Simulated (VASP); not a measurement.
Here is a VASP 6.6.1 calculation.

INCAR

```
SYSTEM = HgTe
  ALGO = Normal
  EDIFF = 1E-6
  ENCUT = 520
  ISIF = 2
  ISMEAR = -1
  LASPH = .True.
  LCHARG = .False.
  LREAL = .False.
  LWAVE = .False.
  NBANDS = 16
  NELM = 80
  PREC = Accurate
  SIGMA = 0.05
```

File KPOINTS:

```
k-points
0
Gamma
  7 7 7
  0 0 0
```

Contents of POSCAR:

```
HgTe
1.0
    0.0000000000      3.1150838257      3.1150838257
    3.1150838257      0.0000000000      3.1150838257
    3.1150838257      3.1150838257      0.0000000000
Hg Te
1 1
Direct
    0.0000000000      0.0000000000      0.0000000000
    0.5000000000      0.5000000000      0.5000000000
```

Potentials or basis: VASP PAW LDA potentials, release 64 (Hg, Te).

Launch:

```sh
$ cat potpaw_LDA.64/Hg/POTCAR potpaw_LDA.64/Te/POTCAR > POTCAR
$ mpirun -np 1 vasp_std > vasp.out
```

(1) Predict the band gap on the k mesh.

(2) What does it give for the pressure?

Results:

(1) zero (band 9 reaches 3.74 eV, above the bottom of band 10 at 1.56 eV).

(2) -6.3 GPa.

Caveat: spin-orbit coupling is left out, which moves the levels of the heavy elements.
